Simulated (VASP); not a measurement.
Here is a VASP 6.6.1 calculation.

INCAR

```
PREC = Accurate
ENCUT = 600
EDIFF = 1E-6
ISMEAR = -1
SIGMA = 0.05
LREAL = False
LASPH = True
NELM = 60
ALGO = Normal
ISIF = 3
LWAVE = False
LCHARG = False
GGA = PE
IBRION = 2
NSW = 80
EDIFFG = -0.005
```

The input KPOINTS:

```
regular mesh
0
Gamma
  7 7 9
```

Contents of POSCAR:

```
Ti
1.0
    4.5673748306      0.0000000000      0.0000000000
   -2.2836874153      3.9554626319      0.0000000000
    0.0000000000      0.0000000000      2.8262442700
Ti
3
Direct
    0.6666666667      0.3333333333      0.5000000000
    0.3333333333      0.6666666667      0.5000000000
    0.0000000000      0.0000000000      0.0000000000
```

Potentials or basis: VASP PAW PBE potentials, release 64 (Ti_sv).

The run is started by

```console
$ cat potpaw_PBE.64/Ti_sv/POTCAR > POTCAR
$ mpirun -np 1 vasp_std > vasp.out
```

Task: What does it give for the space group after relaxing (to 0.1 Å)?

Result: P6/mmm (No. 191).

Task: Estimate the relaxed cell.

Result: a = 4.576 Å, b = 4.576 Å, c = 2.829 Å, α = 90.00°, β = 90.00°, γ = 120.00°.

Task: Predict the relaxed volume.

Result: 17.10 Å³/atom.

Final structure:
```yaml
crystal:
  lattice:
    - [4.57606, 0.00000, 0.00000]
    - [-2.28803, 3.96298, 0.00000]
    - [0.00000, 0.00000, 2.82894]
  atoms:
    - { symbol: Ti, position: [0.66667, 0.33333, 0.50000] }
    - { symbol: Ti, position: [0.33333, 0.66667, 0.50000] }
    - { symbol: Ti, position: [0.00000, 0.00000, 0.00000] }
```
